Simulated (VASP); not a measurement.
# Tc3Ge (Fm-3m) in VASP: notebook

Tc3Ge is run at these levels: LDA; tasks: single point, relaxation of cell and atoms.

Everything below comes from runs of VASP 6.6.1. Logs are shortened: lines on timing, memory, paths and dates and some standing lists are left out, and cuts for length are marked.

## 1. The cell of the first run

It takes space group Fm-3m (No. 225, cubic). Conventional cell: a = 6.032 Å, b = 6.032 Å, c = 6.032 Å, α = 90.00°, β = 90.00°, γ = 90.00°. Within 3.4 Å of Ge (site symmetry m-3m) lie 14 Tc at 2.61 to 3.02 Å. Tc (site symmetry m-3m) has 8 Tc at 2.61 Å and 6 Ge at 3.02 Å within 3.4 Å. Within 3.4 Å of Tc (site symmetry -43m) lie 4 Ge at 2.61 Å and 10 Tc at 2.61 to 3.02 Å.

## 2. Single point, LDA

Contents of INCAR:

```
  PREC = Accurate
  ENCUT = 500
  EDIFF = 1E-6
  ISMEAR = 1
  SIGMA = 0.05
  LREAL = F
  LASPH = T
  NELM = 120
  ALGO = Normal
  ISIF = 2
  LWAVE = F
  LCHARG = T
  GGA = CA
  LELF = T
  LVHAR = T
  NBANDS = 34
  GGA_COMPAT = F
```

Contents of KPOINTS:

```
regular mesh
0
Gamma
  7 7 7
```

Contents of POSCAR:

```
Tc3Ge
1.0
    0.0000000000      3.0159442949      3.0159442949
    3.0159442949      0.0000000000      3.0159442949
    3.0159442949      3.0159442949      0.0000000000
Ge Tc
1 3
Direct
    0.0000000000      0.0000000000      0.0000000000
    0.5000000000      0.5000000000      0.5000000000
    0.2500000000      0.2500000000      0.2500000000
    0.7500000000      0.7500000000      0.7500000000
```

Potentials or basis: VASP PAW LDA potentials, release 64 (Ge_d, Tc_pv).

Started as:

```
$ cat potpaw_LDA.64/Ge_d/POTCAR potpaw_LDA.64/Tc_pv/POTCAR > POTCAR
$ mpirun -np 1 vasp_std > vasp.out
```

OUTCAR:

```text
PREC = Accurate
   ENCUT = 500
   EDIFF = 1E-6
   ISMEAR = 1
   LREAL = F
   LASPH = T
   NELM = 120
   ISIF = 2
   GGA = CA

 ion  position               nearest neighbor table
   1  0.000  0.000  0.000-   4 2.61   4 2.61   4 2.61   3 2.61   4 2.61   3 2.61   3 2.61   3 2.61
                             2 3.02   2 3.02   2 3.02   2 3.02   2 3.02   2 3.02
   2  0.500  0.500  0.500-   3 2.61   3 2.61   3 2.61   3 2.61   4 2.61   4 2.61   4 2.61   4 2.61
                             1 3.02   1 3.02   1 3.02   1 3.02   1 3.02   1 3.02
   3  0.250  0.250  0.250-   1 2.61   1 2.61   1 2.61   1 2.61   2 2.61   2 2.61   2 2.61   2 2.61
                             4 3.02   4 3.02   4 3.02   4 3.02   4 3.02   4 3.02
   4  0.750  0.750  0.750-   2 2.61   2 2.61   2 2.61   1 2.61   2 2.61   1 2.61   1 2.61   1 2.61
                             3 3.02   3 3.02   3 3.02   3 3.02   3 3.02   3 3.02

  LATTYP: Found a face centered cubic cell.
 ALAT       =     6.0318885898

  Lattice vectors:

 A1 = (   0.0000000000,   3.0159442949,   3.0159442949)
 A2 = (   3.0159442949,   0.0000000000,   3.0159442949)
 A3 = (   3.0159442949,   3.0159442949,   0.0000000000)

Analysis of symmetry for initial positions (statically):
=====================================================================
 Subroutine PRICEL returns:
 Original cell was already a primitive cell.

 Routine SETGRP: Setting up the symmetry group for a
 face centered cubic supercell.

 Subroutine GETGRP returns: Found 48 space group operations
 (whereof 48 operations were pure point group operations)
 out of a pool of 48 trial point group operations.

The static configuration has the point symmetry O_h .

Analysis of symmetry for dynamics (positions and initial velocities):
=====================================================================
 Subroutine PRICEL returns:
 Original cell was already a primitive cell.

 Routine SETGRP: Setting up the symmetry group for a
 face centered cubic supercell.

 Subroutine GETGRP returns: Found 48 space group operations
 (whereof 48 operations were pure point group operations)
 out of a pool of 48 trial point group operations.

The dynamic configuration has the point symmetry O_h .

 Subroutine INISYM returns: Found 48 space group operations
 (whereof 48 operations are pure point group operations),
 and found     1 'primitive' translations

----------------------------------------------------------------------------------------

                                     Primitive cell

  volume of cell :      54.8656

  direct lattice vectors                    reciprocal lattice vectors
     0.000000000  3.015944295  3.015944295    -0.165785555  0.165785555  0.165785555
     3.015944295  0.000000000  3.015944295     0.165785555 -0.165785555  0.165785555
     3.015944295  3.015944295  0.000000000     0.165785555  0.165785555 -0.165785555

  length of vectors
     4.265189325  4.265189325  4.265189325     0.287149005  0.287149005  0.287149005

  position of ions in fractional coordinates (direct lattice)
     0.000000000  0.000000000  0.000000000
     0.500000000  0.500000000  0.500000000
     0.250000000  0.250000000  0.250000000
     0.750000000  0.750000000  0.750000000

  ion indices of the primitive-cell ions
   primitive index   ion index
                 1           1
                 2           2
                 3           3
                 4           4

----------------------------------------------------------------------------------------

 KPOINTS: regular mesh

Automatic generation of k-mesh.
 Grid dimensions read from file:
 generate k-points for:    7    7    7

 Generating k-lattice:

  Cartesian coordinates                     Fractional coordinates (reciprocal lattice)
    -0.023683651  0.023683651  0.023683651     0.142857143  0.000000000  0.000000000
     0.023683651 -0.023683651  0.023683651     0.000000000  0.142857143  0.000000000
     0.023683651  0.023683651 -0.023683651     0.000000000  0.000000000  0.142857143

  Length of vectors
     0.041021286  0.041021286  0.041021286

  Shift w.r.t. Gamma in fractional coordinates (k-lattice)
     0.000000000  0.000000000  0.000000000

 Subroutine IBZKPT returns following result:
 ===========================================

 Found     20 irreducible k-points:

 Following reciprocal coordinates:
            Coordinates               Weight
  0.000000  0.000000  0.000000      1.000000
  0.142857  0.000000  0.000000      8.000000
  0.285714  0.000000  0.000000      8.000000
  0.428571  0.000000  0.000000      8.000000
  0.142857  0.142857  0.000000      6.000000
  0.285714  0.142857  0.000000     24.000000
[... 12 lines left out ...]
 -0.428571  0.428571  0.142857     24.000000
 -0.285714  0.428571  0.142857     24.000000
   k-points           NKPTS =     20   k-points in BZ     NKDIM =     20   number of bands    NBANDS=     34
   number of dos      NEDOS =    301   number of ions     NIONS =      4
   total plane-waves  NPLWV =  32768
   dimension x,y,z NGX =    32 NGY =   32 NGZ =   32
   dimension x,y,z NGXF=    64 NGYF=   64 NGZF=   64
   ions per type =               1   3
   NGX,Y,Z   is equivalent  to a cutoff of  12.47, 12.47, 12.47 a.u.
   NGXF,Y,Z  is equivalent  to a cutoff of  24.95, 24.95, 24.95 a.u.
 SYSTEM =  unknown system
   PREC   = accura    normal or accurate (medium, high low for compatibility)
   ISTART =      0    job   : 0-new  1-cont  2-samecut
   ICHARG =      2    charge: 1-file 2-atom 10-const
   ISPIN  =      1    spin polarized calculation?
   LNONCOLLINEAR =      F non collinear calculations
   LSORBIT =      F    spin-orbit coupling
   LASPH  =      T    aspherical Exc in radial PAW
   ENCUT  =  500.0 eV  36.75 Ry    6.06 a.u.   7.78  7.78  7.78*2*pi/ulx,y,z
   NELM   =    120;   NELMIN=  2; NELMDL= -5     # of ELM steps
   EDIFF  = 0.1E-05   stopping-criterion for ELM
   LREAL  =      F    real-space projection
   EDIFFG = 0.1E-04   stopping-criterion for IOM
   NSW    =      0    number of steps for IOM
   IBRION =     -1    ionic relax: 0-MD 1-quasi-New 2-CG
   NFREE  =      0    steps in history (QN), initial steepest desc. (CG)
   ISIF   =      2    stress and relaxation
   ISYM   =      2    0-nonsym 1-usesym 2-fastsym
   POTIM  = 0.5000    time-step for ionic-motion
   TEBEG  =    0.0;   TEEND  =   0.0 temperature during run
   PSTRESS=    0.0 pullay stress
   NELECT =      53.0000    total number of electrons
   NUPDOWN=      -1.0000    fix difference up-down
   EMIN   =  10.00;   EMAX   =-10.00  energy-range for DOS
   EFERMI =   0.00;   METHOD = LEGACY
   ISMEAR =     1;   SIGMA  =   0.05  broadening in eV -4-tet -1-fermi 0-gaus
   EFERMI_NEDOS =   21; number of points for ismear=-14 and -15
   IALGO  =     38    algorithm
   IMIX   =      4    mixing-type and parameters
     AMIX     =   0.40;   BMIX     =  1.00
     AMIX_MAG =   1.60;   BMIX_MAG =  1.00
  volume/ion in A,a.u.               =      13.72        92.56
  Fermi-wavevector in a.u.,A,eV,Ry     =   1.618329  3.058198 35.633504  2.618989
  Thomas-Fermi vector in A             =   2.712610
   LORBIT       =      0    0 simple, 1 ext, 2 COOP (PROOUT), +10 PAW based schemes
   GGA     = CA    functional components
   LHFCALC =     F    Hartree Fock is set to
   AEXX    =    0.0000 exact exchange contribution
   IVDW    =     0    specifies the selected vdW correction
   LEPSILON=     F    determine dielectric tensor
   LRPA    =     F    only Hartree local field effects (RPA)
 non-spin polarized calculation
 Methfessel and Paxton  Order N= 1 SIGMA  =   0.05
  energy-cutoff  :      500.00
  volume of cell :       54.87
 maximum number of plane-waves:      1411
   NGX = 15   NGY = 15   NGZ = 15

 number of electron      53.0000019 magnetization

 Free energy of the ion-electron system (eV)
  ---------------------------------------------------
  ext. energy  EPLUGINS =         0.00000000
  ---------------------------------------------------
  free energy    TOTEN  =       -40.19767601 eV

  energy without entropy =      -40.19723900  energy(sigma->0) =      -40.19753034

 E-fermi :  12.7535     XC(G=0): -14.0328

 val. band max:       12.6660592618   @ k =  -0.4286   0.4286   0.0000
 cond. band min:      12.7574217869   @ k =   0.1429   0.0000   0.0000
 fundamental gap:      0.0913625251
 Fermi energy:        12.7534707177

 k-point     1 :       0.0000    0.0000    0.0000
  band No.  band energies     occupation
      1     -26.5835      2.00000
      2     -26.5835      2.00000
      3     -26.5835      2.00000
      4     -25.9868      2.00000
      5     -25.9868      2.00000
      6     -25.9868      2.00000
[... 26 lines left out ...]
     33      17.5342      0.00000
     34      17.5342      0.00000

 k-point     2 :       0.1429    0.0000    0.0000
  band No.  band energies     occupation
      1     -26.6020      2.00000
      2     -26.6020      2.00000
      3     -26.5990      2.00000
      4     -25.9642      2.00000
      5     -25.9642      2.00000
      6     -25.9285      2.00000
[... 26 lines left out ...]
     33      17.8181      0.00000
     34      18.2945      0.00000

 k-point     3 :       0.2857    0.0000    0.0000
  band No.  band energies     occupation
      1     -26.6395      2.00000
      2     -26.6395      2.00000
      3     -26.6109      2.00000
      4     -25.9167      2.00000
      5     -25.9167      2.00000
      6     -25.8272      2.00000
[... 26 lines left out ...]
     33      18.4060      0.00000
     34      18.4060      0.00000
[... 556 lines left out ...]
 k-point    19 :      -0.4286    0.4286    0.1429
  band No.  band energies     occupation
      1     -26.7740      2.00000
      2     -26.7136      2.00000
      3     -26.5135      2.00000
      4     -26.0134      2.00000
      5     -25.7502      2.00000
      6     -25.7283      2.00000
[... 26 lines left out ...]
     33      15.4267      0.00000
     34      19.2516      0.00000

 k-point    20 :      -0.2857    0.4286    0.1429
  band No.  band energies     occupation
      1     -26.7736      2.00000
      2     -26.6570      2.00000
      3     -26.5800      2.00000
      4     -26.0162      2.00000
      5     -25.7553      2.00000
      6     -25.7211      2.00000
[... 26 lines left out ...]
     33      15.4033      0.00000
     34      19.5072      0.00000

------------------------ aborting loop because EDIFF is reached ----------------------------------------

  FORCE on cell =-STRESS in cart. coord.  units (eV):
  Direction    XX          YY          ZZ          XY          YZ          ZX
  --------------------------------------------------------------------------------------
  -------------------------------------------------------------------------------------
  Total        0.1121646      0.1121646      0.1121646     -0.0000000     -0.0000000      0.0000000
  in kB        3.2754164      3.2754164      3.2754164     -0.0000000     -0.0000000      0.0000000
  external PRESSURE =       3.2754164 kB  Pullay stress =       0.0000000 kB

 VOLUME and BASIS-vectors are now :
 -----------------------------------------------------------------------------
  energy-cutoff  :      500.00
  volume of cell :       54.87
      direct lattice vectors                 reciprocal lattice vectors
     0.000000000  3.015944295  3.015944295    -0.165785555  0.165785555  0.165785555
     3.015944295  0.000000000  3.015944295     0.165785555 -0.165785555  0.165785555
     3.015944295  3.015944295  0.000000000     0.165785555  0.165785555 -0.165785555

 POSITION                                       TOTAL-FORCE (eV/Angst)
 -----------------------------------------------------------------------------------
      0.00000      0.00000      0.00000         0.000000     -0.000000     -0.000000
      3.01594      3.01594      3.01594         0.000000     -0.000000     -0.000000
      1.50797      1.50797      1.50797         0.000000      0.000000     -0.000000
      4.52392      4.52392      4.52392        -0.000000     -0.000000      0.000000
 -----------------------------------------------------------------------------------
    total drift:                                0.000000     -0.000000      0.000000

  FREE ENERGIE OF THE ION-ELECTRON SYSTEM (eV)
  ---------------------------------------------------
  free  energy   TOTEN  =       -40.1976760057 eV

  energy  without entropy=      -40.1972389951  energy(sigma->0) =      -40.19753034
```

Run time: 15 s. Hardware: 1 thread of Intel Xeon 6975P-C (Granite Rapids), shared host; peak memory 0.17 GiB.

Results:

```
Free energy            : -40.1977 eV
Pressure               : 0.3 GPa
Band gap on the k mesh : zero (an odd number of electrons rules out a gap without spin polarisation)
```

## 3. Relaxation of cell and atoms, LDA

This run uses another cell than the first one, of 12.97 Å³/atom.

Contents of INCAR:

```
SYSTEM = Tc3Ge
PREC = Accurate
ENCUT = 500
EDIFF = 1E-7
ISMEAR = 1
SIGMA = 0.05
LREAL = .False.
LASPH = .True.
NELM = 120
ALGO = Normal
ISIF = 3
LWAVE = .False.
LCHARG = .False.
IBRION = 2
NSW = 80
EDIFFG = -0.02
GGA_COMPAT = .False.
NELMIN = 4
```

Contents of KPOINTS:

```
Automatic mesh
0
Gamma
  7 7 7
  0 0 0
```

Contents of POSCAR:

```
Tc3Ge
1.0
    0.0000000000      2.9600000000      2.9600000000
    2.9600000000      0.0000000000      2.9600000000
    2.9600000000      2.9600000000      0.0000000000
Ge Tc
1 3
Direct
    0.0000000000      0.0000000000      0.0000000000
    0.5000000000      0.5000000000      0.5000000000
    0.2500000000      0.2500000000      0.2500000000
    0.7500000000      0.7500000000      0.7500000000
```

Potentials or basis: VASP PAW LDA potentials, release 64 (Ge_d, Tc_pv).

Started as:

```
$ cat potpaw_LDA.64/Ge_d/POTCAR potpaw_LDA.64/Tc_pv/POTCAR > POTCAR
$ mpirun -np 1 vasp_std > vasp.out
```

OUTCAR:

```text
SYSTEM = Tc3Ge
   PREC = Accurate
   ENCUT = 500
   EDIFF = 1E-7
   ISMEAR = 1
   LREAL = .False.
   LASPH = .True.
   NELM = 120
   ISIF = 3
   IBRION = 2
   NSW = 80
   EDIFFG = -0.02
   NELMIN = 4

 ion  position               nearest neighbor table
   1  0.000  0.000  0.000-   4 2.56   4 2.56   4 2.56   3 2.56   4 2.56   3 2.56   3 2.56   3 2.56
                             2 2.96   2 2.96   2 2.96   2 2.96   2 2.96   2 2.96
   2  0.500  0.500  0.500-   3 2.56   3 2.56   3 2.56   3 2.56   4 2.56   4 2.56   4 2.56   4 2.56
                             1 2.96   1 2.96   1 2.96   1 2.96   1 2.96   1 2.96
   3  0.250  0.250  0.250-   1 2.56   1 2.56   1 2.56   1 2.56   2 2.56   2 2.56   2 2.56   2 2.56
                             4 2.96   4 2.96   4 2.96   4 2.96   4 2.96   4 2.96
   4  0.750  0.750  0.750-   2 2.56   2 2.56   2 2.56   1 2.56   2 2.56   1 2.56   1 2.56   1 2.56
                             3 2.96   3 2.96   3 2.96   3 2.96   3 2.96   3 2.96

  LATTYP: Found a face centered cubic cell.
 ALAT       =     5.9200000000

  Lattice vectors:

 A1 = (   0.0000000000,   2.9600000000,   2.9600000000)
 A2 = (   2.9600000000,   0.0000000000,   2.9600000000)
 A3 = (   2.9600000000,   2.9600000000,   0.0000000000)

Analysis of symmetry for initial positions (statically):
=====================================================================
 Subroutine PRICEL returns:
 Original cell was already a primitive cell.

 Routine SETGRP: Setting up the symmetry group for a
[... 161 lines left out ...]

 Free energy of the ion-electron system (eV)
  ---------------------------------------------------
  ext. energy  EPLUGINS =         0.00000000
  ---------------------------------------------------
  free energy    TOTEN  =       -40.01717861 eV

  energy without entropy =      -40.01615039  energy(sigma->0) =      -40.01683587

------------------------ aborting loop because EDIFF is reached ----------------------------------------

  FORCE on cell =-STRESS in cart. coord.  units (eV):
  Direction    XX          YY          ZZ          XY          YZ          ZX
  --------------------------------------------------------------------------------------
  -------------------------------------------------------------------------------------
  Total        6.2614969      6.2614969      6.2614969     -0.0000000     -0.0000000     -0.0000000
  in kB      193.4120909    193.4120909    193.4120909     -0.0000000     -0.0000000     -0.0000000
  external PRESSURE =     193.4120909 kB  Pullay stress =       0.0000000 kB
[... 101 lines left out ...]
--------------------------------------- Ionic step        4  -------------------------------------------

 number of electron      53.0000019 magnetization

 Free energy of the ion-electron system (eV)
  ---------------------------------------------------
  ext. energy  EPLUGINS =         0.00000000
  ---------------------------------------------------
  free energy    TOTEN  =       -40.19051889 eV

  energy without entropy =      -40.19010608  energy(sigma->0) =      -40.19038128

 E-fermi :  12.7401     XC(G=0): -14.0283

 val. band max:       12.6533633348   @ k =  -0.4286   0.4286   0.0000
 cond. band min:      12.7443582765   @ k =   0.1429   0.0000   0.0000
 fundamental gap:      0.0909949417
 Fermi energy:        12.7401384286

 k-point     1 :       0.0000    0.0000    0.0000
  band No.  band energies     occupation
      1     -26.5955      2.00000
      2     -26.5955      2.00000
      3     -26.5955      2.00000
      4     -25.9992      2.00000
      5     -25.9992      2.00000
      6     -25.9992      2.00000
[... 700 lines left out ...]
  FREE ENERGIE OF THE ION-ELECTRON SYSTEM (eV)
  ---------------------------------------------------
  free  energy   TOTEN  =       -40.1905188876 eV

  energy  without entropy=      -40.1901060765  energy(sigma->0) =      -40.19038128

 reached required accuracy - stopping structural energy minimisation
```

OSZICAR:

```text
N       E                     dE             d eps       ncg     rms          rms(c)
DAV:   1     0.674895213529E+03    0.67490E+03   -0.29252E+04  1627   0.351E+03
DAV:   2     0.191510623768E+02   -0.65574E+03   -0.64358E+03  1296   0.822E+02
DAV:   3    -0.394218162536E+02   -0.58573E+02   -0.57758E+02  1432   0.182E+02
[... 47 lines left out ...]
DAV:   5    -0.401905196486E+02    0.75009E-05   -0.70869E-05  1563   0.743E-02    0.234E-02
DAV:   6    -0.401905199917E+02   -0.34305E-06   -0.23234E-05  1596   0.504E-02    0.180E-02
DAV:   7    -0.401905190006E+02    0.99111E-06   -0.66532E-06  1346   0.215E-02    0.343E-03
DAV:   8    -0.401905188868E+02    0.11378E-06   -0.79961E-07  1416   0.109E-02    0.137E-03
DAV:   9    -0.401905188876E+02   -0.84219E-09   -0.28090E-08   697   0.178E-03
   4 F= -.40190519E+02 E0= -.40190381E+02  d E =-.173340E+00
```

It took 44 s on 1 thread of Intel Xeon 6975P-C (Granite Rapids), shared host; peak memory 0.17 GiB.

Results:

```
Free energy                           : -40.1905 eV
Relaxed volume                        : 13.73 Å³/atom
Relaxed cell                          : a = 4.266 Å, b = 4.266 Å, c = 4.266 Å, α = 60.00°, β = 60.00°, γ = 60.00°
Space group after relaxing (to 0.1 Å) : Fm-3m (No. 225)
Energy gained by relaxing             : 43.3 meV/atom
Ionic steps                           : 4
Pressure after relaxing               : -0.1 GPa
Band gap on the k mesh                : zero (an odd number of electrons rules out a gap without spin polarisation)
```

Step by step:
```csv
step,energy change (eV),largest force (eV/Å),pressure (GPa),volume (Å³)
1,0.0000,0.0000,19.34,51.87
2,0.9923,0.0000,-33.23,64.53
3,-0.1726,0.0000,-1.13,55.10
4,-0.1733,0.0000,-0.06,54.91
```

Final structure:
```
CELL_PARAMETERS angstrom
0.00000 3.01672 3.01672
3.01672 0.00000 3.01672
3.01672 3.01672 0.00000
ATOMIC_POSITIONS crystal
Ge 0.00000 0.00000 0.00000
Tc 0.50000 0.50000 0.50000
Tc 0.25000 0.25000 0.25000
Tc 0.75000 0.75000 0.75000
```

The gap in the log of VASP goes by the Fermi energy; the results here count the filled bands.